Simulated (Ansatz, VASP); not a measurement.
**Mn in VASP and in Ansatz**

The input INCAR:

```
SYSTEM = Mn
PREC = Accurate
ENCUT = 600
EDIFF = 1E-6
ISMEAR = -1
SIGMA = 0.1
LREAL = .False.
LASPH = .True.
NELM = 80
ALGO = Normal
ISIF = 3
LWAVE = .False.
LCHARG = .False.
GGA = PE
IBRION = 2
NSW = 80
EDIFFG = -0.01
```

Contents of KPOINTS:

```
regular mesh
0
Gamma
  6 6 6
  0 0 0
```

The input POSCAR:

```
Mn
1.0
    4.5467736727      0.0000000000      0.0000000000
    0.0000000000      4.5467736727      0.0000000000
    0.0000000000      0.0000000000      4.5467736727
Mn
8
Direct
    0.0000000000      0.0000000000      0.0000000000
    0.5000000000      0.5000000000      0.5000000000
    0.2500000000      0.0000000000      0.5000000000
    0.7500000000      0.0000000000      0.5000000000
    0.5000000000      0.2500000000      0.0000000000
    0.5000000000      0.7500000000      0.0000000000
    0.0000000000      0.5000000000      0.2500000000
    0.0000000000      0.5000000000      0.7500000000
```

Input for Ansatz:

```yaml
crystal:
  lattice:
    - [4.5467736727, 0.0, 0.0]
    - [0.0, 4.5467736727, 0.0]
    - [0.0, 0.0, 4.5467736727]
  atoms:
    - { symbol: Mn, position: [0.0, 0.0, 0.0] }
    - { symbol: Mn, position: [0.5, 0.5, 0.5] }
    - { symbol: Mn, position: [0.25, 0.0, 0.5] }
    - { symbol: Mn, position: [0.75, 0.0, 0.5] }
    - { symbol: Mn, position: [0.5, 0.25, 0.0] }
    - { symbol: Mn, position: [0.5, 0.75, 0.0] }
    - { symbol: Mn, position: [0.0, 0.5, 0.25] }
    - { symbol: Mn, position: [0.0, 0.5, 0.75] }
hamiltonian:
  xc: pbe
  pseudopotentials:
    kind: paw
    azcp:
      Mn: "pseudopotentials/Mn.paw.azcp"
basis:
  ecutwfc: 420
  fft_grid_basis: typed
kpoints:
  mp_grid: { grid: [6, 6, 6], shift: [0, 0, 0] }
magnetization:
  spin_polarized: false
scf:
  occupations: { method: fermi_dirac, width: 0.1 }
relax:
  max_steps: 60
  f_tol: 0.01
  cell: {}
```

Alike in both runs: task relaxation of cell and atoms; functional PBE; k mesh 6 × 6 × 6; occupations fermi-dirac, width 0.1 eV; no spin polarisation.

```csv
,VASP,Ansatz
version,VASP 6.6.1,Ansatz 0.2.0
potentials or method,"VASP PAW PBE potentials, release 64 (Mn_pv), cutoff 600 eV","plane waves (420 eV) with PAW, scalar-relativistic"
valence electrons in the cell,104,120
```

```csv
,VASP,Ansatz,Ansatz less VASP
relaxed volume (Å³/atom),10.80,10.80,+0.003
relaxed length of the cell vector where the two differ most in proportion (Å),4.420,4.421,+0.0004
```

VASP's potentials hold 104 valence electrons a cell and Ansatz's 120, so a difference there can come from the potentials and not from the codes.
